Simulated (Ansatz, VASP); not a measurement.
One calculation of Bi3S, two programs

File INCAR:

```
SYSTEM = Bi3S
PREC = Accurate
ENCUT = 600
EDIFF = 1E-7
ISMEAR = 0
SIGMA = 0.1
LREAL = .False.
LASPH = .True.
NELM = 100
ALGO = Normal
ISIF = 3
LWAVE = .False.
LCHARG = .False.
GGA = PE
IBRION = 2
NSW = 100
EDIFFG = -0.01
```

File KPOINTS:

```
regular mesh
0
Gamma
  12 12 6
  0 0 0
```

POSCAR

```
Bi3S
1.0
    3.5807426513      0.0000000000      0.0000000000
   -1.7903713257      3.1010141005      0.0000000000
    0.0000000000      0.0000000000     10.1612272824
Bi S
3 1
Direct
    0.6666666667      0.3333333333      0.0000000000
    0.0000000000      0.0000000000      0.7080122072
    0.0000000000      0.0000000000      0.2919877928
    0.6666666667      0.3333333333      0.5000000000
```

Input for Ansatz:

```yaml
crystal:
  lattice:
    - [3.5807426513, 0.0, 0.0]
    - [-1.7903713257, 3.1010141005, 0.0]
    - [0.0, 0.0, 10.1612272824]
  atoms:
    - { symbol: Bi, position: [0.6666666667, 0.3333333333, 0.0] }
    - { symbol: Bi, position: [0.0, 0.0, 0.7080122072] }
    - { symbol: Bi, position: [0.0, 0.0, 0.2919877928] }
    - { symbol: S, position: [0.6666666667, 0.3333333333, 0.5] }
basis:
  ecutwfc: 420
kpoints:
  mp_grid: { grid: [12, 12, 6] }
hamiltonian:
  xc: pbe
scf:
  occupations: { method: gaussian, width: 0.1 }
output:
  forces: true
  stress: true
  eigenvalues: true
relax:
  adjacent_minimum: "off"
  f_tol: 0.01
  max_steps: 80
  cell: { stress_tol: 0.05 }
```

Change from the starting cell: species swapped into the LiMg3 type (P-6m2, No. 187).

Alike in both runs: task relaxation of cell and atoms; functional PBE; k mesh 12 × 12 × 6; occupations gaussian, width 0.1 eV; no spin polarisation.

```csv
,VASP,Ansatz
version,VASP 6.6.1,Ansatz 0.2.0
potentials or method,"VASP PAW PBE potentials, release 64 (Bi_d, S), cutoff 600 eV","scalar-relativistic, plane waves, PAW"
valence electrons in the cell,51,51
```

```csv
,VASP,Ansatz,Ansatz less VASP
"gap on the k mesh at the Fermi level, each at its own relaxed structure (eV)",none,none,-
relaxed volume (Å³/atom),28.20,28.20,-0.006
relaxed cell length with the largest relative difference (Å),3.625,3.625,-0.0003
```

A gap of «none» marks a metal or a gap that the smearing closes.

Neither program's run includes spin-orbit coupling.
